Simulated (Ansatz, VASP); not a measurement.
# Two plane-wave programs on HfB2

```
CELL_PARAMETERS angstrom
3.07590 0.00000 0.00000
-1.53795 2.66381 0.00000
0.00000 0.00000 3.40896
ATOMIC_POSITIONS crystal
Hf 0.00000 0.00000 0.00000
B 0.66667 0.33333 0.50000
B 0.33333 0.66667 0.50000
```

Alike in both runs: task single point; functional PBEsol; k mesh 10 × 10 × 8; occupations fermi-dirac, width 0.05 eV; no spin polarisation.

```csv
,VASP,Ansatz
version,VASP 6.6.1,Ansatz 0.2.0
potentials or method,"VASP PAW PBE potentials, release 64 (Hf_pv, B)",Ansatz PAW
plane-wave cutoff (eV),520,420
valence electrons in the cell,16,32
```

|  | VASP | Ansatz | Ansatz less VASP |
| --- | --- | --- | --- |
| gap on the k mesh at the Fermi level (eV) | none | none | - |
| pressure (GPa) | 12.9 | 12.8 | -0.13 |
| traceless stress, the component that is largest in VASP (GPa) | -1.67 | -1.99 | -0.318 |

VASP's potentials were made for PBE, not for PBEsol. A gap of «none» marks a metal or a gap that the smearing closes. With one functional, cell and mesh, what is left measures potentials, basis and numerics. VASP's potentials hold 16 valence electrons a cell and Ansatz's 32, so a difference there can come from the potentials and not from the codes.

Spin-orbit coupling is off throughout.
